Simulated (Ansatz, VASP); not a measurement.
## One calculation of Sb, two programs

The input POSCAR:

```
Sb
1.0
    3.6479535275      0.0000000000      0.0000000000
    0.0000000000      3.6479535275      0.0000000000
    0.0000000000      0.0000000000      2.3711697929
Sb
1
Direct
    0.0000000000      0.0000000000      0.0000000000
```

Contents of INCAR.step1:

```
SYSTEM = Sb
  PREC = Accurate
  ENCUT = 520
  ISMEAR = 0
  SIGMA = 0.15
  LREAL = .FALSE.
  LASPH = .TRUE.
  NELM = 80
  NBANDS = 8
  GGA = PE
  ALGO = Normal
  EDIFF = 1E-4
  LWAVE = .TRUE.
  LCHARG = .FALSE.
```

File INCAR.step2:

```
SYSTEM = Sb
  PREC = Accurate
  ENCUT = 520
  EDIFF = 1E-6
  ISMEAR = 0
  SIGMA = 0.15
  LREAL = .FALSE.
  LASPH = .TRUE.
  NELM = 80
  ALGO = Normal
  ISIF = 2
  LWAVE = .FALSE.
  LCHARG = .FALSE.
  METAGGA = R2SCAN
  LMIXTAU = .TRUE.
  NBANDS = 8
  ISTART = 1
```

Contents of KPOINTS:

```
regular mesh
0
G
  16 16 16
  0 0 0
```

Input for Ansatz:

```yaml
crystal:
  lattice:
    - [3.6479535275, 0.0, 0.0]
    - [0.0, 3.6479535275, 0.0]
    - [0.0, 0.0, 2.3711697929]
  atoms:
    - { symbol: Sb, position: [0.0, 0.0, 0.0] }
basis:
  ecutwfc: 500
kpoints:
  mp_grid: { grid: [16, 16, 16] }
hamiltonian:
  xc: r2scan
scf:
  occupations: { method: gaussian, width: 0.15 }
output:
  forces: true
  stress: true
  eigenvalues: true
```

Alike in both runs: task single point; functional r2SCAN; k mesh 16 × 16 × 16; occupations gaussian, width 0.15 eV; no spin polarisation.

|  | VASP | Ansatz |
| --- | --- | --- |
| version | VASP 6.6.1 | Ansatz 0.2.0 |
| potentials or method | VASP PAW PBE potentials, release 64 (Sb), cutoff 520 eV | scalar-relativistic, plane waves, PAW |
| valence electrons in the cell | 5 | 15 |

|  | VASP | Ansatz | Ansatz less VASP |
| --- | --- | --- | --- |
| gap on the k mesh at the Fermi level (eV) | none | none | - |
| pressure (GPa) | 24.2 | 24.0 | -0.17 |
| traceless stress, the component that is largest in VASP (GPa) | 48.53 | 48.22 | -0.311 |

VASP's potentials were made for PBE, not for r2SCAN. A gap of «none» marks a metal or a gap that the smearing closes. The functional is the same, so the differences come from potentials, cutoffs and numerics. VASP's potentials hold 5 valence electrons a cell and Ansatz's 15, so a difference there can come from the potentials and not from the codes.

Spin-orbit coupling is off throughout.
